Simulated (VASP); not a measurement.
# Al2GaN3 (Cm) in VASP: single point with r2SCAN

Aim: the single point of Al2GaN3 with r2SCAN.

Everything below comes from runs of VASP 6.6.1. Logs are shortened: lines on timing, memory, paths and dates and some standing lists are left out, and cuts for length are marked.

## 1. The cell of the first run

It takes space group Cm (No. 8, monoclinic). The conventional cell has a = 11.245 Å, b = 3.069 Å, c = 7.487 Å, α = 90.00°, β = 104.36°, γ = 90.00°. Al (site symmetry m) has 4 N at 1.87 to 1.88 Å within 2.5 Å. Within 2.5 Å of Al (site symmetry m) lie 4 N at 1.86 to 1.92 Å. Within 2.5 Å of Al (site symmetry m) lie 4 N at 1.87 to 1.92 Å. Al (site symmetry m) has 4 N at 1.86 to 1.92 Å within 2.5 Å. Within 2.5 Å of Ga (site symmetry m) lie 4 N at 1.91 to 1.93 Å. Within 2.5 Å of Ga (site symmetry m) lie 4 N at 1.92 to 1.93 Å. Within 2.5 Å of N (site symmetry m) lie 3 Al at 1.86 to 1.92 Å and 1 Ga at 1.93 Å. Within 2.5 Å of N (site symmetry m) lie 3 Al at 1.86 to 1.92 Å and 1 Ga at 1.93 Å.

## 2. Single point, r2SCAN (biaxial strain in the a-b plane: -2.0 %)

The input, POSCAR:

```
Al2GaN3
1.0
    5.6226511578     -1.5343082974      0.0000790293
    5.6226511578      1.5343082974      0.0000790293
   -1.8574279484      0.0000000000      7.2530209423
Al Ga N
4 2 6
Direct
    0.9441952135      0.9441952135      0.3892898896
    0.8888879353      0.8888879353      0.7767651279
    0.2230177659      0.2230177659      0.4444718661
    0.5540134091      0.5540134091      0.1131665860
    0.2771705069      0.2771705069      0.0576211940
    0.6096607455      0.6096607455      0.7217208378
    0.1475416019      0.1475416019      0.1850385135
    0.4815388576      0.4815388576      0.8526256930
    0.8183278141      0.8183278141      0.5150645276
    0.7645750432      0.7645750432      0.9014880047
    0.0952197704      0.0952197704      0.5642807386
    0.4312163366      0.4312163366      0.2432680112
```

The input, INCAR.step1:

```
PREC     = Accurate       # precision mode
ENCUT    = 520            # plane-wave cutoff, eV
ISMEAR   = 0              # smearing method
SIGMA    = 0.02           # smearing width, eV
LREAL    = False          # projectors in reciprocal space
LASPH    = True           # aspherical terms in the spheres
NELM     = 100            # most SCF steps
NBANDS   = 46             # bands
GGA      = PE             # functional
ALGO     = Normal         # electronic algorithm
EDIFF    = 1E-4           # SCF threshold, eV
LWAVE    = True           # write WAVECAR
LCHARG   = False          # write CHGCAR
```

The input, INCAR.step2:

```
PREC     = Accurate       # precision mode
ENCUT    = 520            # plane-wave cutoff, eV
EDIFF    = 1E-6           # SCF threshold, eV
ISMEAR   = 0              # smearing method
SIGMA    = 0.02           # smearing width, eV
LREAL    = False          # projectors in reciprocal space
LASPH    = True           # aspherical terms in the spheres
NELM     = 100            # most SCF steps
ALGO     = Normal         # electronic algorithm
ISIF     = 2              # what is computed and relaxed
LWAVE    = False          # write WAVECAR
LCHARG   = False          # write CHGCAR
METAGGA  = R2SCAN         # meta-GGA
LMIXTAU  = True         
NBANDS   = 46             # bands
ISTART   = 1
```

The input, KPOINTS:

```
Automatic mesh
0
Gamma
  8 8 4
```

Potentials or basis: VASP PAW PBE potentials, release 64 (Al, Ga_d, N).

Command:

```bash
$ cat potpaw_PBE.64/Al/POTCAR potpaw_PBE.64/Ga_d/POTCAR potpaw_PBE.64/N/POTCAR > POTCAR
$ cp INCAR.step1 INCAR
$ mpirun -np 1 vasp_std > vasp.out
$ cp INCAR.step2 INCAR
$ mpirun -np 1 vasp_std > vasp.out
```

OUTCAR:

```text
PREC = Accurate
   ENCUT = 520
   EDIFF = 1E-6
   ISMEAR = 0
   LREAL = False
   LASPH = True
   NELM = 100
   ISIF = 2
   METAGGA = R2SCAN
   ISTART = 1

 ion  position               nearest neighbor table
   1  0.944  0.944  0.389-  12 1.87  12 1.87  11 1.87   9 1.88   3 3.04   3 3.04   3 3.06   4 3.07
                             4 3.07   2 3.11   6 3.12   6 3.12   5 3.12   5 3.12
   2  0.889  0.889  0.777-   8 1.86   8 1.86  10 1.86   9 1.92   6 3.03   6 3.03   6 3.06   5 3.11
                             5 3.11   1 3.11   3 3.12   3 3.12   4 3.13   4 3.13
   3  0.223  0.223  0.444-   9 1.87   9 1.87  11 1.87   7 1.92   1 3.04   1 3.04   1 3.06   6 3.10
                             6 3.10   5 3.10   2 3.12   2 3.12   4 3.13   4 3.13
   4  0.554  0.554  0.113-   7 1.86   7 1.86  12 1.88   8 1.92   5 3.04   5 3.06   5 3.06   1 3.07
                             1 3.07   3 3.13   3 3.13   2 3.13   2 3.13
   5  0.277  0.277  0.058-  10 1.91  10 1.91   7 1.93  12 1.93   4 3.04   4 3.06   4 3.06   3 3.10
                             2 3.11   2 3.11   1 3.12   1 3.12
   6  0.610  0.610  0.722-  11 1.92  11 1.92  10 1.92   8 1.93   2 3.03   2 3.03   2 3.06   3 3.10
                             3 3.10   1 3.12   1 3.12
   7  0.148  0.148  0.185-   4 1.86   4 1.86   3 1.92   5 1.93
   8  0.482  0.482  0.853-   2 1.86   2 1.86   4 1.92   6 1.93
   9  0.818  0.818  0.515-   3 1.87   3 1.87   1 1.88   2 1.92
  10  0.765  0.765  0.901-   2 1.86   5 1.91   5 1.91   6 1.92
  11  0.095  0.095  0.564-   1 1.87   3 1.87   6 1.92   6 1.92
  12  0.431  0.431  0.243-   1 1.87   1 1.87   4 1.88   5 1.93

  LATTYP: Found a base centered monoclinic cell.
 ALAT       =    11.2453023167
 B/A-ratio  =     0.2728798665
 C/A-ratio  =     0.6657961476
 COS(beta)  =    -0.2480708448

  Lattice vectors:

 A1 = (   5.6226511578,  -1.5343082974,   0.0000790293)
 A2 = (   5.6226511578,   1.5343082974,   0.0000790293)
 A3 = (  -1.8574279484,   0.0000000000,   7.2530209423)

Analysis of symmetry for initial positions (statically):
=====================================================================
 Subroutine PRICEL returns:
 Original cell was already a primitive cell.

 Routine SETGRP: Setting up the symmetry group for a
 base centered monoclinic supercell.

 Subroutine GETGRP returns: Found  2 space group operations
 (whereof  2 operations were pure point group operations)
 out of a pool of  4 trial point group operations.

The static configuration has the point symmetry C_1h.

Analysis of symmetry for dynamics (positions and initial velocities):
=====================================================================
 Subroutine PRICEL returns:
 Original cell was already a primitive cell.

 Routine SETGRP: Setting up the symmetry group for a
 base centered monoclinic supercell.

 Subroutine GETGRP returns: Found  2 space group operations
 (whereof  2 operations were pure point group operations)
 out of a pool of  4 trial point group operations.

The dynamic configuration has the point symmetry C_1h.

 Subroutine INISYM returns: Found  2 space group operations
 (whereof  2 operations are pure point group operations),
 and found     1 'primitive' translations

----------------------------------------------------------------------------------------

                                     Primitive cell

  volume of cell :     125.1423

  direct lattice vectors                    reciprocal lattice vectors
     5.622651158 -1.534308297  0.000079029     0.088925702 -0.325879747  0.022773005
     5.622651158  1.534308297  0.000079029     0.088925702  0.325879747  0.022773005
    -1.857427948  0.000000000  7.253020942    -0.000001938  0.000000000  0.137873089

  length of vectors
     5.828233695  5.828233695  7.487078961     0.338561663  0.338561663  0.137873089

  position of ions in fractional coordinates (direct lattice)
     0.944195214  0.944195214  0.389289890
     0.888887935  0.888887935  0.776765128
     0.223017766  0.223017766  0.444471866
     0.554013409  0.554013409  0.113166586
     0.277170507  0.277170507  0.057621194
     0.609660746  0.609660746  0.721720838
[... 23 lines left out ...]

 KPOINTS: Automatic mesh

Automatic generation of k-mesh.
 Grid dimensions read from file:
 generate k-points for:    8    8    4

 Generating k-lattice:

  Cartesian coordinates                     Fractional coordinates (reciprocal lattice)
     0.011115713 -0.040734968  0.002846626     0.125000000 -0.000000000  0.000000000
     0.011115713  0.040734968  0.002846626    -0.000000000  0.125000000  0.000000000
    -0.000000484  0.000000000  0.034468272    -0.000000000 -0.000000000  0.250000000

  Length of vectors
     0.042320208  0.042320208  0.034468272

  Shift w.r.t. Gamma in fractional coordinates (k-lattice)
     0.000000000  0.000000000  0.000000000

 Subroutine IBZKPT returns following result:
 ===========================================

 Found     78 irreducible k-points:

 Following reciprocal coordinates:
            Coordinates               Weight
  0.000000  0.000000  0.000000      1.000000
  0.125000  0.000000  0.000000      4.000000
  0.250000  0.000000  0.000000      4.000000
  0.375000 -0.000000 -0.000000      4.000000
  0.500000  0.000000  0.000000      2.000000
  0.125000  0.125000  0.000000      2.000000
[... 16 lines left out ...]
  0.125000  0.000000  0.250000      4.000000
  0.250000  0.000000  0.250000      4.000000
 [... further k-points ...]
   k-points           NKPTS =     78   k-points in BZ     NKDIM =     78   number of bands    NBANDS=     46
   number of dos      NEDOS =    301   number of ions     NIONS =     12
   total plane-waves  NPLWV = 129024
   dimension x,y,z NGX =    48 NGY =   48 NGZ =   56
   dimension x,y,z NGXF=    96 NGYF=   96 NGZF=  112
   ions per type =               4   2   6
   NGX,Y,Z   is equivalent  to a cutoff of  13.69, 13.69, 12.43 a.u.
   NGXF,Y,Z  is equivalent  to a cutoff of  27.38, 27.38, 24.87 a.u.
 SYSTEM =  unknown system
   PREC   = accura    normal or accurate (medium, high low for compatibility)
   ISTART =      1    job   : 0-new  1-cont  2-samecut
   ICHARG =      0    charge: 1-file 2-atom 10-const
   ISPIN  =      1    spin polarized calculation?
   LNONCOLLINEAR =      F non collinear calculations
   LSORBIT =      F    spin-orbit coupling
   LASPH  =      T    aspherical Exc in radial PAW
   ENCUT  =  520.0 eV  38.22 Ry    6.18 a.u.  10.84 10.84 13.92*2*pi/ulx,y,z
   NELM   =    100;   NELMIN=  2; NELMDL=  0     # of ELM steps
   EDIFF  = 0.1E-05   stopping-criterion for ELM
   LREAL  =      F    real-space projection
   EDIFFG = 0.1E-04   stopping-criterion for IOM
   NSW    =      0    number of steps for IOM
   IBRION =     -1    ionic relax: 0-MD 1-quasi-New 2-CG
   NFREE  =      0    steps in history (QN), initial steepest desc. (CG)
   ISIF   =      2    stress and relaxation
   ISYM   =      2    0-nonsym 1-usesym 2-fastsym
   POTIM  = 0.5000    time-step for ionic-motion
   TEBEG  =    0.0;   TEEND  =   0.0 temperature during run
   PSTRESS=    0.0 pullay stress
   NELECT =      68.0000    total number of electrons
   NUPDOWN=      -1.0000    fix difference up-down
   EMIN   =  10.00;   EMAX   =-10.00  energy-range for DOS
   EFERMI =   0.00;   METHOD = LEGACY
   ISMEAR =     0;   SIGMA  =   0.02  broadening in eV -4-tet -1-fermi 0-gaus
   EFERMI_NEDOS =   21; number of points for ismear=-14 and -15
   IALGO  =     38    algorithm
   IMIX   =      4    mixing-type and parameters
     AMIX     =   0.40;   BMIX     =  1.00
     AMIX_MAG =   1.60;   BMIX_MAG =  1.00
  volume/ion in A,a.u.               =      10.43        70.38
  Fermi-wavevector in a.u.,A,eV,Ry     =   1.335907  2.524499 24.281621  1.784649
  Thomas-Fermi vector in A             =   2.464575
   LORBIT       =      0    0 simple, 1 ext, 2 COOP (PROOUT), +10 PAW based schemes
   METAGGA = R2SCAN    functional components
   LHFCALC =     F    Hartree Fock is set to
   AEXX    =    0.0000 exact exchange contribution
   IVDW    =     0    specifies the selected vdW correction
   LEPSILON=     F    determine dielectric tensor
   LRPA    =     F    only Hartree local field effects (RPA)
 non-spin polarized calculation
 Gauss-broadening in eV      SIGMA  =   0.02
  energy-cutoff  :      520.00
  volume of cell :      125.14
 maximum number of plane-waves:      3395
 NGX is ok and might be reduce to    48
   NGX = 21   NGY = 21   NGZ = 27

 number of electron      68.0000006 magnetization

 Free energy of the ion-electron system (eV)
  ---------------------------------------------------
  ext. energy  EPLUGINS =         0.00000000
  ---------------------------------------------------
  free energy    TOTEN  =      -120.49778073 eV

  energy without entropy =     -120.49778073  energy(sigma->0) =     -120.49778073

 E-fermi :   6.1252     XC(G=0): -12.0001

 val. band max:        6.0109672222   @ k =   0.0000   0.0000   0.0000
 cond. band min:      10.0401672287   @ k =   0.0000   0.0000   0.0000
 fundamental gap:      4.0292000065
 Fermi energy:         6.1251726989

 k-point     1 :       0.0000    0.0000    0.0000
  band No.  band energies     occupation
      1     -10.5637      2.00000
      2      -9.5063      2.00000
      3      -9.2061      2.00000
      4      -8.9685      2.00000
      5      -8.7320      2.00000
      6      -8.4191      2.00000
[... 1165 lines left out ...]
     45      16.3499      0.00000
     46      16.7387      0.00000

 [... further k-points ...]

------------------------ aborting loop because EDIFF is reached ----------------------------------------

  FORCE on cell =-STRESS in cart. coord.  units (eV):
  Direction    XX          YY          ZZ          XY          YZ          ZX
  --------------------------------------------------------------------------------------
  -------------------------------------------------------------------------------------
  Total        7.2442061      8.1639102     -0.2450052      0.0000000      0.0000000     -0.6843956
  in kB       92.7464114    104.5212358     -3.1367622      0.0000000      0.0000000     -8.7622074
  external PRESSURE =      64.7102950 kB  Pullay stress =       0.0000000 kB

 VOLUME and BASIS-vectors are now :
 -----------------------------------------------------------------------------
  energy-cutoff  :      520.00
  volume of cell :      125.14
      direct lattice vectors                 reciprocal lattice vectors
     5.622651158 -1.534308297  0.000079029     0.088925702 -0.325879747  0.022773005
     5.622651158  1.534308297  0.000079029     0.088925702  0.325879747  0.022773005
    -1.857427948  0.000000000  7.253020942    -0.000001938  0.000000000  0.137873089

 POSITION                                       TOTAL-FORCE (eV/Angst)
 -----------------------------------------------------------------------------------
      9.89468      0.00000      2.82368         0.085447      0.000000      0.040156
      8.55303      0.00000      5.63403        -0.101255      0.000000     -0.344582
      1.68233      0.00000      3.22380        -0.086445      0.000000     -0.326827
      6.01985      0.00000      0.82089        -0.141288      0.000000     -0.326797
      3.00984      0.00000      0.41797         0.095392      0.000000      0.021760
      5.51527      0.00000      5.23475         0.076420      0.000000      0.032556
      1.31545      0.00000      1.34211         0.071341      0.000000      0.406405
      3.83136      0.00000      6.18419         0.094777      0.000000      0.409133
      8.24565      0.00000      3.73590         0.134152      0.000000      0.367833
      6.92343      0.00000      6.53863        -0.050794      0.000000     -0.092101
      0.02266      0.00000      4.09276        -0.106287      0.000000     -0.157602
      4.39731      0.00000      1.76450        -0.071460      0.000000     -0.029935
 -----------------------------------------------------------------------------------
    total drift:                                0.001133      0.000000      0.007097

  FREE ENERGIE OF THE ION-ELECTRON SYSTEM (eV)
  ---------------------------------------------------
  free  energy   TOTEN  =      -120.4977807297 eV

  energy  without entropy=     -120.4977807297  energy(sigma->0) =     -120.49778073
```

Run time: 46 min. Hardware: 1 thread of Intel Xeon 8259CL, shared host; peak memory 0.63 GiB.

Results:

```
Free energy            : -120.4978 eV
Pressure               : 6.5 GPa
Largest force          : 0.420 eV/Å
Band gap on the k mesh : 4.03 eV
```

Forces in eV/Å, atoms in the order of the input:
```
Al   0.085  0.000  0.040
Al  -0.101  0.000 -0.345
Al  -0.086  0.000 -0.327
Al  -0.141  0.000 -0.327
Ga   0.095  0.000  0.022
Ga   0.076  0.000  0.033
N    0.071  0.000  0.406
N    0.095  0.000  0.409
N    0.134  0.000  0.368
N   -0.051  0.000 -0.092
N   -0.106  0.000 -0.158
N   -0.071  0.000 -0.030
```

Levels at points of the mesh, in eV from the valence-band top:
| k point | band 32 | band 33 | band 34 | band 35 | band 36 | band 37 |
| --- | --- | --- | --- | --- | --- | --- |
| (0.00, 0.00, 0.00) | -0.31 | -0.06 | 0.00 | 4.03 | 5.89 | 6.21 |
| (0.50, 0.00, 0.00) | -1.55 | -1.42 | -1.33 | 5.41 | 5.74 | 6.17 |
| (0.50, 0.50, 0.00) | -0.88 | -0.54 | -0.33 | 6.13 | 6.16 | 6.37 |
| (0.00, 0.00, 0.50) | -0.48 | -0.34 | -0.11 | 5.37 | 5.46 | 5.97 |
| (0.50, 0.00, 0.50) | -1.20 | -1.03 | -0.95 | 5.89 | 6.12 | 6.28 |
| (0.50, 0.50, 0.50) | -0.62 | -0.48 | -0.18 | 5.88 | 6.01 | 6.44 |

Caveat: the cell differs from its parent crystal (biaxial strain in the a-b plane: -2.0 %); the stress differs along the axes, from -0 to 10 GPa; the PAW data sets were made with another functional, which shifts forces and pressure a little. A k mesh can miss the band edges.
